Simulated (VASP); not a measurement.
# Cr (Fd-3m) in VASP: a series of runs

The runs below take Cr through single point, with LDA.

Everything below comes from runs of VASP 6.6.1. Logs are shortened: lines on timing, memory, paths and dates and some standing lists are left out, and cuts for length are marked.

## 1. The cell of the first run

Symmetry: Fd-3m, No. 227, cubic system. The conventional cell has a = 5.133 Å, b = 5.133 Å, c = 5.133 Å, α = 90.00°, β = 90.00°, γ = 90.00°. Cr (site symmetry -43m) has 4 Cr at 2.22 Å within 2.9 Å.

This isn't the form of Cr at room conditions, which is bcc.

## 2. Single point, LDA (16.91 Å³/atom)

The input, INCAR:

```
SYSTEM = Cr
PREC     = Accurate       ! precision mode
ENCUT    = 520            ! plane-wave cutoff, eV
EDIFF    = 1E-6           ! SCF threshold, eV
ISMEAR   = -1             ! smearing method
SIGMA    = 0.1            ! smearing width, eV
LREAL    = .FALSE.        ! projectors in reciprocal space
LASPH    = .TRUE.         ! aspherical terms in the spheres
NELM     = 60             ! most SCF steps
ALGO     = Normal         ! electronic algorithm
ISIF     = 2              ! what is computed and relaxed
LWAVE    = .FALSE.        ! write WAVECAR
LCHARG   = .FALSE.        ! write CHGCAR
GGA      = CA             ! functional
NBANDS   = 19             ! bands
```

The input, KPOINTS:

```
regular mesh
0
G
  18 18 18
  0 0 0
```

The input, POSCAR:

```
Cr
1.0
    0.0000000000      2.5665262073      2.5665262073
    2.5665262073      0.0000000000      2.5665262073
    2.5665262073      2.5665262073      0.0000000000
Cr
2
Direct
    0.1250000000      0.1250000000      0.1250000000
    0.8750000000      0.8750000000      0.8750000000
```

Potentials or basis: VASP PAW LDA potentials, release 64 (Cr_pv).

Run with:

```bash
$ cat potpaw_LDA.64/Cr_pv/POTCAR > POTCAR
$ mpirun -np 1 vasp_std > vasp.out
```

OUTCAR:

```text
SYSTEM = Cr
   PREC = Accurate
   ENCUT = 520
   EDIFF = 1E-6
   ISMEAR = -1
   LREAL = .FALSE.
   LASPH = .TRUE.
   NELM = 60
   ISIF = 2
   GGA = CA

 ion  position               nearest neighbor table
   1  0.125  0.125  0.125-   2 2.22   2 2.22   2 2.22   2 2.22
   2  0.875  0.875  0.875-   1 2.22   1 2.22   1 2.22   1 2.22

  LATTYP: Found a face centered cubic cell.
 ALAT       =     5.1330524146

  Lattice vectors:

 A1 = (   0.0000000000,   2.5665262073,   2.5665262073)
 A2 = (   2.5665262073,   0.0000000000,   2.5665262073)
 A3 = (   2.5665262073,   2.5665262073,   0.0000000000)

Analysis of symmetry for initial positions (statically):
=====================================================================
 Subroutine PRICEL returns:
 Original cell was already a primitive cell.

 Routine SETGRP: Setting up the symmetry group for a
 face centered cubic supercell.

 Subroutine GETGRP returns: Found 48 space group operations
 (whereof 12 operations were pure point group operations)
 out of a pool of 48 trial point group operations.

The static configuration has the point symmetry D_3d.
 The point group associated with its full space group is O_h .

Analysis of symmetry for dynamics (positions and initial velocities):
=====================================================================
 Subroutine PRICEL returns:
 Original cell was already a primitive cell.

 Routine SETGRP: Setting up the symmetry group for a
 face centered cubic supercell.

 Subroutine GETGRP returns: Found 48 space group operations
 (whereof 12 operations were pure point group operations)
 out of a pool of 48 trial point group operations.

The dynamic configuration has the point symmetry D_3d.
 The point group associated with its full space group is O_h .

 Subroutine INISYM returns: Found 48 space group operations
 (whereof 12 operations are pure point group operations),
 and found     1 'primitive' translations

----------------------------------------------------------------------------------------

                                     Primitive cell

  volume of cell :      33.8117

  direct lattice vectors                    reciprocal lattice vectors
     0.000000000  2.566526207  2.566526207    -0.194815856  0.194815856  0.194815856
     2.566526207  0.000000000  2.566526207     0.194815856 -0.194815856  0.194815856
     2.566526207  2.566526207  0.000000000     0.194815856  0.194815856 -0.194815856

  length of vectors
     3.629616171  3.629616171  3.629616171     0.337430961  0.337430961  0.337430961

  position of ions in fractional coordinates (direct lattice)
     0.125000000  0.125000000  0.125000000
     0.875000000  0.875000000  0.875000000

  ion indices of the primitive-cell ions
   primitive index   ion index
                 1           1
                 2           2

----------------------------------------------------------------------------------------

 KPOINTS: regular mesh

Automatic generation of k-mesh.
 Grid dimensions read from file:
 generate k-points for:   18   18   18

 Generating k-lattice:

  Cartesian coordinates                     Fractional coordinates (reciprocal lattice)
    -0.010823103  0.010823103  0.010823103     0.055555556  0.000000000  0.000000000
     0.010823103 -0.010823103  0.010823103     0.000000000  0.055555556  0.000000000
     0.010823103  0.010823103 -0.010823103     0.000000000  0.000000000  0.055555556

  Length of vectors
     0.018746164  0.018746164  0.018746164

  Shift w.r.t. Gamma in fractional coordinates (k-lattice)
     0.000000000  0.000000000  0.000000000

 Subroutine IBZKPT returns following result:
 ===========================================

 Found    195 irreducible k-points:

 Following reciprocal coordinates:
            Coordinates               Weight
  0.000000  0.000000  0.000000      1.000000
  0.055556  0.000000  0.000000      8.000000
  0.111111  0.000000  0.000000      8.000000
  0.166667  0.000000  0.000000      8.000000
  0.222222  0.000000  0.000000      8.000000
  0.277778  0.000000  0.000000      8.000000
[... 16 lines left out ...]
 -0.277778  0.055556  0.000000     24.000000
 -0.222222  0.055556  0.000000     24.000000
 [... further k-points ...]
   k-points           NKPTS =    195   k-points in BZ     NKDIM =    195   number of bands    NBANDS=     19
   number of dos      NEDOS =    301   number of ions     NIONS =      2
   total plane-waves  NPLWV =  21952
   dimension x,y,z NGX =    28 NGY =   28 NGZ =   28
   dimension x,y,z NGXF=    56 NGYF=   56 NGZF=   56
   ions per type =               2
   NGX,Y,Z   is equivalent  to a cutoff of  12.82, 12.82, 12.82 a.u.
   NGXF,Y,Z  is equivalent  to a cutoff of  25.65, 25.65, 25.65 a.u.
 SYSTEM =  Cr
   PREC   = accura    normal or accurate (medium, high low for compatibility)
   ISTART =      0    job   : 0-new  1-cont  2-samecut
   ICHARG =      2    charge: 1-file 2-atom 10-const
   ISPIN  =      1    spin polarized calculation?
   LNONCOLLINEAR =      F non collinear calculations
   LSORBIT =      F    spin-orbit coupling
   LASPH  =      T    aspherical Exc in radial PAW
   ENCUT  =  520.0 eV  38.22 Ry    6.18 a.u.   6.75  6.75  6.75*2*pi/ulx,y,z
   NELM   =     60;   NELMIN=  2; NELMDL= -5     # of ELM steps
   EDIFF  = 0.1E-05   stopping-criterion for ELM
   LREAL  =      F    real-space projection
   EDIFFG = 0.1E-04   stopping-criterion for IOM
   NSW    =      0    number of steps for IOM
   IBRION =     -1    ionic relax: 0-MD 1-quasi-New 2-CG
   NFREE  =      0    steps in history (QN), initial steepest desc. (CG)
   ISIF   =      2    stress and relaxation
   ISYM   =      2    0-nonsym 1-usesym 2-fastsym
   POTIM  = 0.5000    time-step for ionic-motion
   TEBEG  =    0.0;   TEEND  =   0.0 temperature during run
   PSTRESS=    0.0 pullay stress
   NELECT =      24.0000    total number of electrons
   NUPDOWN=      -1.0000    fix difference up-down
   EMIN   =  10.00;   EMAX   =-10.00  energy-range for DOS
   EFERMI =   0.00;   METHOD = LEGACY
   ISMEAR =    -1;   SIGMA  =   0.10  broadening in eV -4-tet -1-fermi 0-gaus
   EFERMI_NEDOS =   21; number of points for ismear=-14 and -15
   IALGO  =     38    algorithm
   IMIX   =      4    mixing-type and parameters
     AMIX     =   0.40;   BMIX     =  1.00
     AMIX_MAG =   1.60;   BMIX_MAG =  1.00
  volume/ion in A,a.u.               =      16.91       114.09
  Fermi-wavevector in a.u.,A,eV,Ry     =   1.460347  2.759657 29.015986  2.132615
  Thomas-Fermi vector in A             =   2.576808
   LORBIT       =      0    0 simple, 1 ext, 2 COOP (PROOUT), +10 PAW based schemes
   GGA     = CA    functional components
   LHFCALC =     F    Hartree Fock is set to
   AEXX    =    0.0000 exact exchange contribution
   IVDW    =     0    specifies the selected vdW correction
   LEPSILON=     F    determine dielectric tensor
   LRPA    =     F    only Hartree local field effects (RPA)
 non-spin polarized calculation
  energy-cutoff  :      520.00
  volume of cell :       33.81
 maximum number of plane-waves:       941
   NGX = 13   NGY = 13   NGZ = 13

 number of electron      23.9999990 magnetization

 Free energy of the ion-electron system (eV)
  ---------------------------------------------------
  ext. energy  EPLUGINS =         0.00000000
  ---------------------------------------------------
  free energy    TOTEN  =       -16.72250993 eV

  energy without entropy =      -16.58484230  energy(sigma->0) =      -16.65367612

 E-fermi :   5.8070     XC(G=0): -11.5192

 val. band max:        5.8061240272   @ k =   0.3889   0.2778   0.1111
 cond. band min:       5.8070635846   @ k =  -0.2778   0.4444   0.2222
 fundamental gap:      0.0009395574
 Fermi energy:         5.8069644756

 k-point     1 :       0.0000    0.0000    0.0000
  band No.  band energies     occupation
      1     -36.4645      2.00000
      2     -36.4645      2.00000
      3     -36.4645      2.00000
      4     -35.6917      2.00000
      5     -35.6917      2.00000
      6     -35.6917      2.00000
[... 11 lines left out ...]
     18      12.3402      0.00000
     19      12.3409      0.00000

 k-point     2 :       0.0556    0.0000    0.0000
  band No.  band energies     occupation
      1     -36.4676      2.00000
      2     -36.4676      2.00000
      3     -36.4645      2.00000
      4     -35.6923      2.00000
      5     -35.6885      2.00000
      6     -35.6885      2.00000
[... 11 lines left out ...]
     18      12.3403      0.00000
     19      12.3410      0.00000

 k-point     3 :       0.1111    0.0000    0.0000
  band No.  band energies     occupation
      1     -36.4765      2.00000
      2     -36.4765      2.00000
      3     -36.4648      2.00000
      4     -35.6938      2.00000
      5     -35.6795      2.00000
      6     -35.6795      2.00000
[... 11 lines left out ...]
     18      12.3402      0.00000
     19      12.3410      0.00000

 k-point     4 :       0.1667    0.0000    0.0000
  band No.  band energies     occupation
      1     -36.4897      2.00000
      2     -36.4897      2.00000
      3     -36.4654      2.00000
      4     -35.6961      2.00000
      5     -35.6660      2.00000
      6     -35.6660      2.00000
[... 11 lines left out ...]
     18      12.3401      0.00000
     19      12.3409      0.00000

 k-point     5 :       0.2222    0.0000    0.0000
  band No.  band energies     occupation
      1     -36.5054      2.00000
      2     -36.5054      2.00000
      3     -36.4664      2.00000
      4     -35.6986      2.00000
      5     -35.6501      2.00000
      6     -35.6501      2.00000
[... 11 lines left out ...]
     18      12.3400      0.00000
     19      12.3409      0.00000

 k-point     6 :       0.2778    0.0000    0.0000
  band No.  band energies     occupation
      1     -36.5215      2.00000
      2     -36.5215      2.00000
      3     -36.4678      2.00000
      4     -35.7008      2.00000
      5     -35.6338      2.00000
      6     -35.6338      2.00000
[... 11 lines left out ...]
     18      12.3380      0.00000
     19      12.3407      0.00000

 k-point     7 :       0.3333    0.0000    0.0000
  band No.  band energies     occupation
      1     -36.5361      2.00000
      2     -36.5361      2.00000
      3     -36.4694      2.00000
      4     -35.7027      2.00000
      5     -35.6190      2.00000
      6     -35.6190      2.00000
[... 11 lines left out ...]
     18      11.6454      0.00000
     19      12.3406      0.00000

 k-point     8 :       0.3889    0.0000    0.0000
  band No.  band energies     occupation
      1     -36.5476      2.00000
      2     -36.5476      2.00000
      3     -36.4709      2.00000
      4     -35.7040      2.00000
      5     -35.6072      2.00000
      6     -35.6072      2.00000
[... 256 lines left out ...]
 k-point    20 :      -0.4444    0.0556    0.0000
  band No.  band energies     occupation
      1     -36.5744      2.00000
      2     -36.5576      2.00000
      3     -36.4508      2.00000
      4     -35.7229      2.00000
      5     -35.5971      2.00000
      6     -35.5838      2.00000
[... 11 lines left out ...]
     18       9.8357      0.00000
     19      12.3412      0.00000

 k-point    21 :      -0.3889    0.0556    0.0000
  band No.  band energies     occupation
      1     -36.5699      2.00000
      2     -36.5497      2.00000
      3     -36.4514      2.00000
      4     -35.7213      2.00000
      5     -35.6051      2.00000
      6     -35.5881      2.00000
[... 11 lines left out ...]
     18      10.4022      0.00000
     19      12.3409      0.00000

 k-point    22 :      -0.3333    0.0556    0.0000
  band No.  band energies     occupation
      1     -36.5602      2.00000
      2     -36.5377      2.00000
      3     -36.4521      2.00000
      4     -35.7187      2.00000
      5     -35.6172      2.00000
      6     -35.5975      2.00000
[... 11 lines left out ...]
     18      11.2999      0.00000
     19      12.3406      0.00000

 k-point    23 :      -0.2778    0.0556    0.0000
  band No.  band energies     occupation
      1     -36.5463      2.00000
      2     -36.5229      2.00000
      3     -36.4530      2.00000
      4     -35.7151      2.00000
      5     -35.6323      2.00000
      6     -35.6110      2.00000
[... 11 lines left out ...]
     18      12.3279      0.00000
     19      12.3408      0.00000

 k-point    24 :      -0.2222    0.0556    0.0000
  band No.  band energies     occupation
      1     -36.5294      2.00000
      2     -36.5067      2.00000
      3     -36.4544      2.00000
      4     -35.7108      2.00000
      5     -35.6487      2.00000
      6     -35.6275      2.00000
[... 11 lines left out ...]
     18      12.3397      0.00000
     19      12.3408      0.00000

 [... further k-points ...]
[... 5 lines left out ...]
  --------------------------------------------------------------------------------------
  -------------------------------------------------------------------------------------
  Total       -2.3233467     -2.3233467     -2.3233467      0.0000000      0.0000000      0.0000000
  in kB     -110.0924428   -110.0924428   -110.0924428      0.0000000      0.0000000      0.0000000
  external PRESSURE =    -110.0924428 kB  Pullay stress =       0.0000000 kB

 VOLUME and BASIS-vectors are now :
 -----------------------------------------------------------------------------
  energy-cutoff  :      520.00
  volume of cell :       33.81
      direct lattice vectors                 reciprocal lattice vectors
     0.000000000  2.566526207  2.566526207    -0.194815856  0.194815856  0.194815856
     2.566526207  0.000000000  2.566526207     0.194815856 -0.194815856  0.194815856
     2.566526207  2.566526207  0.000000000     0.194815856  0.194815856 -0.194815856

 POSITION                                       TOTAL-FORCE (eV/Angst)
 -----------------------------------------------------------------------------------
      0.64163      0.64163      0.64163         0.000000      0.000000     -0.000000
      4.49142      4.49142      4.49142        -0.000000     -0.000000      0.000000
 -----------------------------------------------------------------------------------
    total drift:                                0.000000     -0.000000     -0.000000

  FREE ENERGIE OF THE ION-ELECTRON SYSTEM (eV)
  ---------------------------------------------------
  free  energy   TOTEN  =       -16.7225099266 eV

  energy  without entropy=      -16.5848423043  energy(sigma->0) =      -16.65367612
```

It took 2.9 min on 1 thread of Intel Xeon 8259CL, shared host; peak memory 0.22 GiB.

What came out:

* Free energy: -16.7225 eV
* Pressure: -11.0 GPa
* Band gap on the k mesh: zero (bands 12 and 13 overlap by 0.51 eV)

Caveat: the cell stands under tension; the run has no spin polarisation, though such a crystal can be magnetic. Spin polarisation is off, so any magnetic state and its effect on volume and gap are missing.

## 3. Single point, LDA, collinear spin, antiferromagnetic start (15.05 Å³/atom)

This run uses another cell than the first one, of 15.05 Å³/atom.

The input, INCAR:

```
PREC = Accurate ; ENCUT = 520
EDIFF = 1E-7 ; ISMEAR = -1
SIGMA = 0.05 ; LREAL = F
LASPH = T ; NELM = 150
ALGO = Normal ; ISIF = 2
LWAVE = F ; LCHARG = F
ISPIN = 2 ; MAGMOM = -1.233 1.233
LORBIT = 11 ; LMAXMIX = 4
GGA = CA ; NBANDS = 23
```

The input, KPOINTS:

```
regular mesh
0
Gamma
  12 12 12
```

The input, POSCAR:

```
Cr
1.0
    0.0000000000      2.4688277804      2.4688277804
    2.4688277804      0.0000000000      2.4688277804
    2.4688277804      2.4688277804      0.0000000000
Cr
2
Direct
    0.1250000000      0.1250000000      0.1250000000
    0.8750000000      0.8750000000      0.8750000000
```

Potentials or basis: VASP PAW LDA potentials, release 64 (Cr_pv).

Run with:

```bash
$ cat potpaw_LDA.64/Cr_pv/POTCAR > POTCAR
$ mpirun -np 1 vasp_std > vasp.out
```

Run time: 3.2 min. Hardware: 1 thread of Intel Xeon 8259CL, shared host; peak memory 0.2 GiB.

It converged, with:

```yaml
Free_energy: -16.8175 eV
Pressure: 3.4 GPa
Band_gap_on_the_k_mesh: zero (filled and empty bands overlap)
Net_moment: 0.00 μB per cell
Site_moments: Cr -1.13, +1.13 μB
Valence_electrons_inside_the_program's_atomic_spheres: Cr 11.29
```

Levels at points of the mesh, in eV from the Fermi level:
Spin up:
```tsv
k point	band 8	band 9	band 10	band 11	band 12	band 13	band 14	band 15	band 16	band 17
(0.00, 0.00, 0.00)	-1.93	-1.93	-1.27	-1.27	-1.27	1.17	1.17	1.17	3.48	3.48
(0.50, 0.00, 0.00)	-2.15	-1.83	-1.83	-1.32	-1.32	0.06	2.00	2.00	3.09	3.09
(0.50, 0.50, 0.00)	-3.08	-1.22	-1.22	-0.06	0.19	0.25	1.14	3.34	3.34	4.24
```
Spin down:
```csv
k point,band 8,band 9,band 10,band 11,band 12,band 13,band 14,band 15,band 16,band 17
"(0.00, 0.00, 0.00)",-1.93,-1.93,-1.27,-1.27,-1.27,1.17,1.17,1.17,3.48,3.48
"(0.50, 0.00, 0.00)",-2.15,-1.83,-1.83,-1.32,-1.32,0.06,2.00,2.00,3.09,3.09
"(0.50, 0.50, 0.00)",-3.08,-1.22,-1.22,-0.06,0.19,0.25,1.14,3.34,3.34,4.24
```

Caveat: the cell stands under pressure; an empty level that is flat over the whole mesh can mark a ghost state of the potentials, or a narrow d or f band.
